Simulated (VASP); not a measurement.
Wanted: the native input for a VASP 6.6.1 run.

| Quantity | Value |
| --- | --- |
| Task | single point |
| Functional | r2SCAN |
| Potentials or basis | VASP PAW PBE potentials, release 64 (Y_sv, Ca_sv) |
| Cutoff | 520 eV |
| k mesh | 4 × 4 × 4 |
| Occupations | fermi-dirac, width 0.05 eV |
| Spin | no spin polarisation |
| Dipole correction | no |
| Further INCAR settings | ALGO = Normal; EDIFF = 1e-06; NBANDS = 28 |

Ca3Y:

```
Y Ca
1.0
     0.00000    4.30310    4.30310
     4.30310    0.00000    4.30310
     4.30310    4.30310    0.00000
Y Ca
1 3
Cartesian
  0.0000 0.0000 0.0000
  4.3031 4.3031 4.3031
  2.1515 2.1515 2.1515
  6.4546 6.4546 6.4546
```

One way to write it, as run:

POSCAR

```
Ca3Y
1.0
    0.0000000000      4.3030991426      4.3030991426
    4.3030991426      0.0000000000      4.3030991426
    4.3030991426      4.3030991426      0.0000000000
Y Ca
1 3
Direct
    0.0000000000      0.0000000000      0.0000000000
    0.5000000000      0.5000000000      0.5000000000
    0.2500000000      0.2500000000      0.2500000000
    0.7500000000      0.7500000000      0.7500000000
```

INCAR.step1

```
SYSTEM = Ca3Y
PREC = Accurate
ENCUT = 520
ISMEAR = -1
SIGMA = 0.05
LREAL = .False.
LASPH = .True.
NELM = 80
NBANDS = 28
GGA = PE
ALGO = Normal
EDIFF = 1E-4
LWAVE = .True.
LCHARG = .False.
```

INCAR.step2

```
SYSTEM = Ca3Y
PREC = Accurate
ENCUT = 520
EDIFF = 1E-6
ISMEAR = -1
SIGMA = 0.05
LREAL = .False.
LASPH = .True.
NELM = 80
ALGO = Normal
ISIF = 2
LWAVE = .False.
LCHARG = .False.
METAGGA = R2SCAN
LMIXTAU = .True.
NBANDS = 28
ISTART = 1
```

KPOINTS

```
Automatic mesh
0
Gamma
  4 4 4
  0 0 0
```

Potentials or basis: VASP PAW PBE potentials, release 64 (Y_sv, Ca_sv).

Command:

```sh
$ cat potpaw_PBE.64/Y_sv/POTCAR potpaw_PBE.64/Ca_sv/POTCAR > POTCAR
$ cp INCAR.step1 INCAR
$ mpirun -np 1 vasp_std > vasp.out
$ cp INCAR.step2 INCAR
$ mpirun -np 1 vasp_std > vasp.out
```

Results of the run:

The pressure is -0.3 GPa.

Caveat: the PAW data sets were made with another functional, which shifts forces and pressure a little.

Run time: 3.1 min on 1 thread of Intel(R) Xeon(R) Platinum 8259CL CPU @ 2.50GHz (Skylake/Cascade Lake), with other jobs on the host, peak memory 0.38 GiB.
